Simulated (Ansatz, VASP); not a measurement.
# ZrAl3N4: VASP beside Ansatz

The input INCAR:

```
PREC     = Accurate       # precision mode
ENCUT    = 600            # plane-wave cutoff, eV
EDIFF    = 1E-7           # SCF threshold, eV
ISMEAR   = 0              # smearing method
SIGMA    = 0.1            # smearing width, eV
LREAL    = False          # projectors in reciprocal space
LASPH    = True           # aspherical terms in the spheres
NELM     = 80             # most SCF steps
ALGO     = Normal         # electronic algorithm
ISIF     = 3              # what is computed and relaxed
LWAVE    = False          # write WAVECAR
LCHARG   = False          # write CHGCAR
GGA      = PE             # functional
IBRION   = 2              # ionic algorithm
NSW      = 90             # ionic steps
EDIFFG   = -0.04          # ionic threshold
```

KPOINTS

```
regular mesh
0
Gamma
  4 4 6
```

POSCAR

```
ZrAl3N4
1.0
    3.3349784600     -4.7163717700      0.0000000000
    3.3349784600      4.7163717700      0.0000000000
    0.0000000000      0.0000000000      3.3349784600
Zr Al N
1 3 4
Direct
    0.5000000000      0.5000000000      0.5000000000
    0.0000000000      0.5000000000      0.0000000000
    0.5000000000      0.0000000000      0.0000000000
    0.0000000000      0.0000000000      0.5000000000
    0.7500000000      0.7500000000      0.0000000000
    0.2500000000      0.2500000000      0.0000000000
    0.7500000000      0.2500000000      0.5000000000
    0.2500000000      0.7500000000      0.5000000000
```

Input for Ansatz:

```yaml
crystal:
  lattice:
    - [3.33497846, -4.71637177, 0.0]
    - [3.33497846, 4.71637177, 0.0]
    - [0.0, 0.0, 3.33497846]
  atoms:
    - { symbol: Zr, position: [0.5, 0.5, 0.5] }
    - { symbol: Al, position: [0.0, 0.5, 0.0] }
    - { symbol: Al, position: [0.5, 0.0, 0.0] }
    - { symbol: Al, position: [0.0, 0.0, 0.5] }
    - { symbol: "N", position: [0.75, 0.75, 0.0] }
    - { symbol: "N", position: [0.25, 0.25, 0.0] }
    - { symbol: "N", position: [0.75, 0.25, 0.5] }
    - { symbol: "N", position: [0.25, 0.75, 0.5] }
basis:
  ecutwfc: 420
kpoints:
  mp_grid: { grid: [4, 4, 6] }
hamiltonian:
  xc: pbe
scf:
  occupations: { method: gaussian, width: 0.1 }
  lower_state_search: "off"
output:
  forces: true
  stress: true
  eigenvalues: true
relax:
  adjacent_minimum: "off"
  f_tol: 0.04
  max_steps: 70
  cell: { stress_tol: 0.4 }
```

Alike in both runs: task relaxation of cell and atoms; functional PBE; k mesh 4 × 4 × 6; occupations gaussian, width 0.1 eV; no spin polarisation.

|  | VASP | Ansatz |
| --- | --- | --- |
| version | VASP 6.6.1 | Ansatz 0.2.0 |
| potentials or method | VASP PAW PBE potentials, release 64 (Zr_sv, Al, N), cutoff 600 eV | scalar-relativistic, plane waves, PAW |
| valence electrons in the cell | 41 | 41 |

|  | VASP | Ansatz | Ansatz less VASP |
| --- | --- | --- | --- |
| gap on the k mesh at the Fermi level, each at its own relaxed structure (eV) | none | none | - |
| relaxed volume (Å³/atom) | 9.56 | 9.57 | +0.006 |
| relaxed length of the cell vector where the two differ most in proportion (Å) | 5.214 | 5.216 | +0.0019 |

A gap of «none» marks a metal or a gap that the smearing closes.

Noted on VASP's run: the volume moved by over 15 % at a fixed basis, so the end points are rough.
